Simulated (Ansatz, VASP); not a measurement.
## AlN in VASP and in Ansatz

```xyz
4
Lattice="3.1136 0.0000 0.0000 -1.5568 2.6964 0.0000 0.0000 0.0000 4.9831" Properties=species:S:1:pos:R:3 pbc="T T T"
Al    0.0000    1.7976   -0.1323
Al    1.5568    0.8988    2.3592
N     0.0000    1.7976    2.0359
N     1.5568    0.8988    4.5274
```

Change from the starting cell: polar distortion scaled by 0.55.

Alike in both runs: task single point; functional PBEsol; k mesh 9 × 9 × 6; no spin polarisation.

|  | VASP | Ansatz |
| --- | --- | --- |
| version | VASP 6.6.1 | Ansatz 0.2.0 |
| potentials or method | VASP PAW PBE potentials, release 64 (Al, N), cutoff 520 eV | scalar-relativistic, plane waves, PAW |
| occupations | gaussian, width 0.01 eV | fixed |
| valence electrons in the cell | 16 | 16 |

|  | VASP | Ansatz | Ansatz less VASP |
| --- | --- | --- | --- |
| gap on the k mesh at the Fermi level (eV) | 3.27 | 3.25 | -0.016 |
| least direct gap on the mesh (eV) | 3.27 | 3.25 | -0.016 |
| pressure (GPa) | 4.0 | 3.9 | -0.08 |
| traceless stress, the component that is largest in VASP (GPa) | -15.48 | -15.27 | +0.204 |
| rms of the force components (eV/Å) | 0.786 | 0.781 | -0.0055 |

VASP's potentials were made for PBE, not for PBEsol, and Ansatz warns of the same on its side. Atom by atom the forces differ by 0.005 eV/Å (rms over components).
